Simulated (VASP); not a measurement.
# InSb (lda) (F-43m) in VASP: a series of runs

The runs below take InSb (lda) through relaxation of cell and atoms, with LDA.

Program: VASP 6.6.1. These are calculated values, not measurements. Logs are shortened: lines on timing, memory, paths and dates and some standing lists are left out, and cuts for length are marked.

### 1 The cell of the first run

The structure is cubic, space group F-43m (No. 216). Conventional cell: a = 6.450 Å, b = 6.450 Å, c = 6.450 Å, α = 90.00°, β = 90.00°, γ = 90.00°. Within 3.7 Å of In (site symmetry -43m) lie 4 Sb at 2.79 Å. Within 3.7 Å of Sb (site symmetry -43m) lie 4 In at 2.79 Å.

### 2 Relaxation of cell and atoms, LDA

INCAR

```
PREC = Accurate
ENCUT = 500
EDIFF = 1E-7
ISMEAR = -1
SIGMA = 0.15
LREAL = F
LASPH = T
NELM = 120
ALGO = Normal
ISIF = 3
LWAVE = F
LCHARG = F
IBRION = 2
NSW = 80
EDIFFG = -0.001
GGA_COMPAT = F
NELMIN = 4
```

KPOINTS

```
regular mesh
0
Gamma
  12 12 12
```

POSCAR

```
InSb
1.0
    0.0000000000      3.2249616416      3.2249616416
    3.2249616416      0.0000000000      3.2249616416
    3.2249616416      3.2249616416      0.0000000000
In Sb
1 1
Direct
    0.0000000000      0.0000000000      0.0000000000
    0.7500000000      0.7500000000      0.7500000000
```

Potentials or basis: VASP PAW LDA potentials, release 64 (In_d, Sb).

Started as:

```
$ cat potpaw_LDA.64/In_d/POTCAR potpaw_LDA.64/Sb/POTCAR > POTCAR
$ mpirun -np 1 vasp_std > vasp.out
```

OUTCAR:

```text
PREC = Accurate
   ENCUT = 500
   EDIFF = 1E-7
   ISMEAR = -1
   LREAL = F
   LASPH = T
   NELM = 120
   ISIF = 3
   IBRION = 2
   NSW = 80
   EDIFFG = -0.001
   NELMIN = 4

 ion  position               nearest neighbor table
   1  0.000  0.000  0.000-   2 2.79   2 2.79   2 2.79   2 2.79
   2  0.750  0.750  0.750-   1 2.79   1 2.79   1 2.79   1 2.79

  LATTYP: Found a face centered cubic cell.
 ALAT       =     6.4499232832

  Lattice vectors:

 A1 = (   0.0000000000,   3.2249616416,   3.2249616416)
 A2 = (   3.2249616416,   0.0000000000,   3.2249616416)
 A3 = (   3.2249616416,   3.2249616416,   0.0000000000)

Analysis of symmetry for initial positions (statically):
=====================================================================
 Subroutine PRICEL returns:
 Original cell was already a primitive cell.

 Routine SETGRP: Setting up the symmetry group for a
 face centered cubic supercell.

 Subroutine GETGRP returns: Found 24 space group operations
 (whereof 24 operations were pure point group operations)
 out of a pool of 48 trial point group operations.

The static configuration has the point symmetry T_d .

Analysis of symmetry for dynamics (positions and initial velocities):
=====================================================================
 Subroutine PRICEL returns:
 Original cell was already a primitive cell.

 Routine SETGRP: Setting up the symmetry group for a
 face centered cubic supercell.

 Subroutine GETGRP returns: Found 24 space group operations
 (whereof 24 operations were pure point group operations)
 out of a pool of 48 trial point group operations.

The dynamic configuration has the point symmetry T_d .

 Subroutine INISYM returns: Found 24 space group operations
 (whereof 24 operations are pure point group operations),
 and found     1 'primitive' translations

----------------------------------------------------------------------------------------

                                     Primitive cell

  volume of cell :      67.0816

  direct lattice vectors                    reciprocal lattice vectors
     0.000000000  3.224961642  3.224961642    -0.155040604  0.155040604  0.155040604
     3.224961642  0.000000000  3.224961642     0.155040604 -0.155040604  0.155040604
     3.224961642  3.224961642  0.000000000     0.155040604  0.155040604 -0.155040604

  length of vectors
     4.560784492  4.560784492  4.560784492     0.268538203  0.268538203  0.268538203

  position of ions in fractional coordinates (direct lattice)
     0.000000000  0.000000000  0.000000000
     0.750000000  0.750000000  0.750000000

  ion indices of the primitive-cell ions
   primitive index   ion index
                 1           1
                 2           2

----------------------------------------------------------------------------------------

 KPOINTS: regular mesh

Automatic generation of k-mesh.
 Grid dimensions read from file:
 generate k-points for:   12   12   12

 Generating k-lattice:

  Cartesian coordinates                     Fractional coordinates (reciprocal lattice)
    -0.012920050  0.012920050  0.012920050     0.083333333  0.000000000  0.000000000
     0.012920050 -0.012920050  0.012920050     0.000000000  0.083333333  0.000000000
     0.012920050  0.012920050 -0.012920050     0.000000000  0.000000000  0.083333333

  Length of vectors
     0.022378184  0.022378184  0.022378184

  Shift w.r.t. Gamma in fractional coordinates (k-lattice)
     0.000000000  0.000000000  0.000000000

 Subroutine IBZKPT returns following result:
 ===========================================

 Found     72 irreducible k-points:

 Following reciprocal coordinates:
            Coordinates               Weight
  0.000000  0.000000  0.000000      1.000000
  0.083333  0.000000  0.000000      8.000000
  0.166667  0.000000  0.000000      8.000000
  0.250000  0.000000  0.000000      8.000000
  0.333333  0.000000  0.000000      8.000000
  0.416667  0.000000  0.000000      8.000000
[... 16 lines left out ...]
  0.500000  0.166667  0.000000     24.000000
 -0.416667  0.166667  0.000000     24.000000
 [... further k-points ...]
   k-points           NKPTS =     72   k-points in BZ     NKDIM =     72   number of bands    NBANDS=     13
   number of dos      NEDOS =    301   number of ions     NIONS =      2
   total plane-waves  NPLWV =  46656
   dimension x,y,z NGX =    36 NGY =   36 NGZ =   36
   dimension x,y,z NGXF=    72 NGYF=   72 NGZF=   72
   ions per type =               1   1
   NGX,Y,Z   is equivalent  to a cutoff of  13.12, 13.12, 13.12 a.u.
   NGXF,Y,Z  is equivalent  to a cutoff of  26.24, 26.24, 26.24 a.u.
 SYSTEM =  unknown system
   PREC   = accura    normal or accurate (medium, high low for compatibility)
   ISTART =      0    job   : 0-new  1-cont  2-samecut
   ICHARG =      2    charge: 1-file 2-atom 10-const
   ISPIN  =      1    spin polarized calculation?
   LNONCOLLINEAR =      F non collinear calculations
   LSORBIT =      F    spin-orbit coupling
   LASPH  =      T    aspherical Exc in radial PAW
   ENCUT  =  500.0 eV  36.75 Ry    6.06 a.u.   8.32  8.32  8.32*2*pi/ulx,y,z
   NELM   =    120;   NELMIN=  4; NELMDL= -5     # of ELM steps
   EDIFF  = 0.1E-06   stopping-criterion for ELM
   LREAL  =      F    real-space projection
   EDIFFG = -.1E-02   stopping-criterion for IOM
   NSW    =     80    number of steps for IOM
   IBRION =      2    ionic relax: 0-MD 1-quasi-New 2-CG
   NFREE  =      1    steps in history (QN), initial steepest desc. (CG)
   ISIF   =      3    stress and relaxation
   ISYM   =      2    0-nonsym 1-usesym 2-fastsym
   POTIM  = 0.5000    time-step for ionic-motion
   TEBEG  =    0.0;   TEEND  =   0.0 temperature during run
   PSTRESS=    0.0 pullay stress
   NELECT =      18.0000    total number of electrons
   NUPDOWN=      -1.0000    fix difference up-down
   EMIN   =  10.00;   EMAX   =-10.00  energy-range for DOS
   EFERMI =   0.00;   METHOD = LEGACY
   ISMEAR =    -1;   SIGMA  =   0.15  broadening in eV -4-tet -1-fermi 0-gaus
   EFERMI_NEDOS =   21; number of points for ismear=-14 and -15
   IALGO  =     38    algorithm
   IMIX   =      4    mixing-type and parameters
     AMIX     =   0.40;   BMIX     =  1.00
     AMIX_MAG =   1.60;   BMIX_MAG =  1.00
  volume/ion in A,a.u.               =      33.54       226.34
  Fermi-wavevector in a.u.,A,eV,Ry     =   1.055920  1.995400 15.170054  1.114968
  Thomas-Fermi vector in A             =   2.191137
   LORBIT       =      0    0 simple, 1 ext, 2 COOP (PROOUT), +10 PAW based schemes
   GGA     = CA    functional components
   LHFCALC =     F    Hartree Fock is set to
   AEXX    =    0.0000 exact exchange contribution
   IVDW    =     0    specifies the selected vdW correction
   LEPSILON=     F    determine dielectric tensor
   LRPA    =     F    only Hartree local field effects (RPA)
 conjugate gradient relaxation of ions
 non-spin polarized calculation
  energy-cutoff  :      500.00
  volume of cell :       67.08
 maximum number of plane-waves:      1731
 NGX is ok and might be reduce to    36
   NGX = 17   NGY = 17   NGZ = 17

--------------------------------------- Ionic step        1  -------------------------------------------

 number of electron      17.9999996 magnetization

 Free energy of the ion-electron system (eV)
  ---------------------------------------------------
  ext. energy  EPLUGINS =         0.00000000
  ---------------------------------------------------
  free energy    TOTEN  =        -8.21862588 eV

  energy without entropy =       -8.21210578  energy(sigma->0) =       -8.21536583

------------------------ aborting loop because EDIFF is reached ----------------------------------------

  FORCE on cell =-STRESS in cart. coord.  units (eV):
  Direction    XX          YY          ZZ          XY          YZ          ZX
  --------------------------------------------------------------------------------------
  -------------------------------------------------------------------------------------
  Total        0.0458515      0.0458515      0.0458515      0.0000000      0.0000000     -0.0000000
  in kB        1.0951168      1.0951168      1.0951168      0.0000000      0.0000000     -0.0000000
  external PRESSURE =       1.0951168 kB  Pullay stress =       0.0000000 kB
[... 57 lines left out ...]
  energy  without entropy=       -8.2120384387  energy(sigma->0) =       -8.21535965

--------------------------------------- Ionic step        3  -------------------------------------------

 number of electron      17.9999995 magnetization

 Free energy of the ion-electron system (eV)
  ---------------------------------------------------
  ext. energy  EPLUGINS =         0.00000000
  ---------------------------------------------------
  free energy    TOTEN  =        -8.21868713 eV

  energy without entropy =       -8.21207238  energy(sigma->0) =       -8.21537976

 E-fermi :   5.2419     XC(G=0):  -9.0387

 val. band max:        5.0047577499   @ k =   0.0000   0.0000   0.0000
 cond. band min:       5.4458676724   @ k =   0.5000   0.0000   0.0000
 fundamental gap:      0.4411099225
 Fermi energy:         5.2418846410

 k-point     1 :       0.0000    0.0000    0.0000
  band No.  band energies     occupation
      1      -9.5746      2.00000
      2      -9.5746      2.00000
      3      -9.5746      2.00000
      4      -9.4840      2.00000
      5      -9.4840      2.00000
      6      -5.8377      2.00000
      7       4.7020      1.94676
      8       5.0048      1.65865
      9       5.0048      1.65865
     10       5.0048      1.65865
     11       7.9145      0.00000
     12       7.9145      0.00000
     13       7.9145      0.00000
[... 353 lines left out ...]
 k-point    24 :      -0.4167    0.1667    0.0000
  band No.  band energies     occupation
      1      -9.6325      2.00000
      2      -9.5504      2.00000
      3      -9.5483      2.00000
      4      -9.4859      2.00000
      5      -9.4831      2.00000
      6      -4.2830      2.00000
      7      -0.6477      2.00000
      8       2.5784      2.00000
      9       3.6993      1.99993
     10       6.6639      0.00015
     11       8.6385      0.00000
     12       9.4726      0.00000
     13      11.3126      0.00000

 [... further k-points ...]
[... 5 lines left out ...]
  --------------------------------------------------------------------------------------
  -------------------------------------------------------------------------------------
  Total       -0.0012067     -0.0012067     -0.0012067     -0.0000000     -0.0000000      0.0000000
  in kB       -0.0287471     -0.0287471     -0.0287471     -0.0000000     -0.0000000      0.0000000
  external PRESSURE =      -0.0287471 kB  Pullay stress =       0.0000000 kB
[... 17 lines left out ...]
  FREE ENERGIE OF THE ION-ELECTRON SYSTEM (eV)
  ---------------------------------------------------
  free  energy   TOTEN  =        -8.2186871324 eV

  energy  without entropy=       -8.2120723796  energy(sigma->0) =       -8.21537976

 reached required accuracy - stopping structural energy minimisation
```

Wall time 54 s (1 thread of Intel Xeon 6975P-C (Granite Rapids), shared host); peak memory 0.21 GiB.

What came out:

* Free energy: -8.2187 eV
* Relaxed volume: 33.63 Å³/atom
* Relaxed cell: a = 4.565 Å, b = 4.565 Å, c = 4.565 Å, α = 60.00°, β = 60.00°, γ = 60.00°
* Space group after relaxing (to 0.05 Å): F-43m (No. 216)
* Energy gained by relaxing: 0.0 meV/atom
* Ionic steps: 3
* Pressure after relaxing: 0.0 GPa
* Band gap on the k mesh: zero (filled and empty bands touch)

Final structure:
```xyz
2
Lattice="0.0000 3.2277 3.2277 3.2277 0.0000 3.2277 3.2277 3.2277 0.0000" Properties=species:S:1:pos:R:3 pbc="T T T"
In    0.0000    0.0000    0.0000
Sb    4.8416    4.8416    4.8416
```

Levels at points of the mesh, in eV from the Fermi level:
| k point | band 5 | band 6 | band 7 | band 8 | band 9 | band 10 | band 11 | band 12 | band 13 |
| --- | --- | --- | --- | --- | --- | --- | --- | --- | --- |
| (0.00, 0.00, 0.00) | -14.73 | -11.08 | -0.54 | -0.24 | -0.24 | -0.24 | 2.67 | 2.67 | 2.67 |
| (0.50, 0.00, 0.00) | -14.72 | -9.68 | -5.96 | -1.27 | -1.27 | 0.20 | 3.53 | 3.53 | 5.70 |
| (0.50, 0.50, 0.00) | -14.72 | -9.06 | -6.26 | -2.55 | -2.55 | 0.99 | 1.01 | 7.87 | 7.87 |

Caveat: spin-orbit coupling is left out, which moves the levels of the heavy elements.

(Part 1 of 2 ends here.)
